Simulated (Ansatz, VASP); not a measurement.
## One calculation of SiO2, two programs

```
CELL_PARAMETERS angstrom
5.03870 0.00000 0.00000
-2.51935 4.36364 0.00000
0.00000 0.00000 5.58010
ATOMIC_POSITIONS crystal
Si 0.00000 0.50000 0.33333
Si 0.50000 0.50000 0.66667
Si 0.50000 0.00000 0.00000
O 0.58290 0.79145 0.83333
O 0.79145 0.58290 0.50000
O 0.79145 0.20855 0.16667
O 0.41710 0.20855 0.83333
O 0.20855 0.41710 0.50000
O 0.20855 0.79145 0.16667
```

Change from the starting cell: strain along c alone, the other axes held, atoms relaxed: +1.0 %.

Alike in both runs: functional LDA; k mesh 6 × 6 × 4; occupations gaussian, width 0.02 eV; no spin polarisation.

Ansatz relaxed the structure, and its values are those at the end. VASP's run is a single point on that final structure, the one shown.

|  | VASP | Ansatz |
| --- | --- | --- |
| version | VASP 6.6.1 | Ansatz 0.2.0 |
| potentials or method | VASP PAW LDA potentials, release 64 (Si, O), cutoff 520 eV | scalar-relativistic, plane waves, PAW |
| valence electrons in the cell | 48 | 48 |

|  | VASP | Ansatz | Ansatz less VASP |
| --- | --- | --- | --- |
| gap on the k mesh at the Fermi level (eV) | 5.44 | 5.45 | +0.001 |
| least direct gap on the mesh (eV) | 5.62 | 5.62 | -0.001 |
| pressure (GPa) | -0.9 | -1.5 | -0.58 |
| rms of the force components (eV/Å) | 0.004 | 0.000 | -0.0034 |

LDA's correlation is that of Perdew and Zunger in VASP and of Perdew and Wang (1992) in Ansatz. Ansatz's warnings: stress scf threshold loose.
